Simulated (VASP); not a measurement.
Write the native input for VASP 6.6.1 that does the following.

```
Task                   : single point
Functional             : PBE
Potentials or basis    : VASP PAW PBE potentials, release 64 (Zn, Pb_d, O)
Cutoff                 : 520 eV
k mesh                 : 8 × 8 × 8
Occupations            : fermi-dirac, width 0.15 eV
Spin                   : no spin polarisation
Dipole correction      : no
Further INCAR settings : ALGO = Normal; EDIFF = 1e-07; NBANDS = 36
```

The structure of Zn3PbO lies in POSCAR:

```
Zn3PbO
1.0
    4.3757364227      0.0000000000      0.0000000000
    0.0000000000      4.3757364227      0.0000000000
    0.0000000000      0.0000000000      4.3757364227
Zn Pb O
3 1 1
Direct
    0.0000000000      0.5000000000      0.5000000000
    0.5000000000      0.0000000000      0.5000000000
    0.5000000000      0.5000000000      0.0000000000
    0.0000000000      0.0000000000      0.0000000000
    0.5000000000      0.5000000000      0.5000000000
```

The input as run:

INCAR

```
SYSTEM = Zn3PbO
  ALGO = Normal
  EDIFF = 1E-7
  ENCUT = 520
  GGA = PE
  ISIF = 2
  ISMEAR = -1
  LASPH = .True.
  LCHARG = .False.
  LREAL = .False.
  LWAVE = .False.
  NBANDS = 36
  NELM = 80
  PREC = Accurate
  SIGMA = 0.15
```

KPOINTS

```
k-points
0
Gamma
  8 8 8
  0 0 0
```

Potentials or basis: VASP PAW PBE potentials, release 64 (Zn, Pb_d, O).

The run is started by

```sh
$ cat potpaw_PBE.64/Zn/POTCAR potpaw_PBE.64/Pb_d/POTCAR potpaw_PBE.64/O/POTCAR > POTCAR
$ mpirun -np 1 vasp_std > vasp.out
```

Results of the run:

| Property | Result |
| --- | --- |
| Pressure | 2.2 GPa |
| Band gap on the k mesh | zero (bands 28 and 29 overlap by 1.02 eV) |

Caveat: spin-orbit coupling is left out, which moves the levels of the heavy elements.

Wall time 110 s on 1 thread of Intel(R) Xeon(R) Platinum 8375C CPU @ 2.90GHz (Ice Lake) (shared host), peak memory 0.26 GiB.
